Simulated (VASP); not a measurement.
A run of VASP 6.6.1 is set up as follows.

INCAR

```
SYSTEM = Ir
PREC = Accurate
ENCUT = 500
EDIFF = 1E-6
ISMEAR = -1
SIGMA = 0.05
LREAL = .FALSE.
LASPH = .TRUE.
NELM = 120
ALGO = Normal
ISIF = 2
LWAVE = .FALSE.
LCHARG = .FALSE.
GGA = PE
NBANDS = 14
GGA_COMPAT = .FALSE.
```

Contents of KPOINTS:

```
Automatic mesh
0
G
  16 16 15
  0 0 0
```

The input POSCAR:

```
Ir
1.0
    2.5911497604      0.0000000000      0.0000000000
   -1.2955748802      2.2440015175      0.0000000000
    0.0000000000      0.0000000000      2.5131441047
Ir
1
Direct
    0.0000000000      0.0000000000      0.0000000000
```

Potentials or basis: VASP PAW PBE potentials, release 64 (Ir_sv_GW).

The run is started by

```sh
$ cat potpaw_PBE.64/Ir_sv_GW/POTCAR > POTCAR
$ mpirun -np 1 vasp_std > vasp.out
```

(1) Predict the pressure.

Results:

(1) 25.7 GPa.
